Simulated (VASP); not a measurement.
Runs of VASP 6.6.1 on KTaO3. Symmetry: Pm-3m, No. 221, cubic system. Conventional cell: a = 3.988 Å, b = 3.988 Å, c = 3.988 Å, α = 90.00°, β = 90.00°, γ = 90.00°. K (site symmetry m-3m) has 12 O at 2.82 Å and 8 Ta at 3.45 Å within 3.7 Å. Ta (site symmetry m-3m) has 6 O at 1.99 Å within 2.6 Å. O (site symmetry 4/mmm) has 2 Ta at 1.99 Å within 2.6 Å. 

```tsv
task	level	spin	cell	gap on the mesh (eV)	pressure (GPa)
relaxation of the atoms	PBE	off	atoms relaxed	2.28	6.1
electric field gradients	PBE	non-collinear, zero start, SOC	as given	-	6.3
electric field gradients	PBE	off	as given	2.28	6.1
single point	PBE	off	as given	2.28	6.1
electric field gradients	r2SCAN	off	as given	(a)	1.2
```

Alike in all rows: potentials or basis VASP PAW PBE potentials, release 64 (K_sv, Ta_pv, O); k mesh 5 × 5 × 5; cutoff (eV) 520; smearing fermi-dirac 0.02 eV.

Problem. Estimate the missing entries.

Solution. (a) 2.71.

Caveats: spin-orbit coupling is left out, which moves the levels of the heavy elements (some runs); the relaxation stopped at its first step, so nothing moved (some runs); the PAW data sets were made with another functional, which shifts forces and pressure a little (some runs).

A k mesh can miss the band edges, and rows without SOC leave out spin-orbit coupling on Ta.
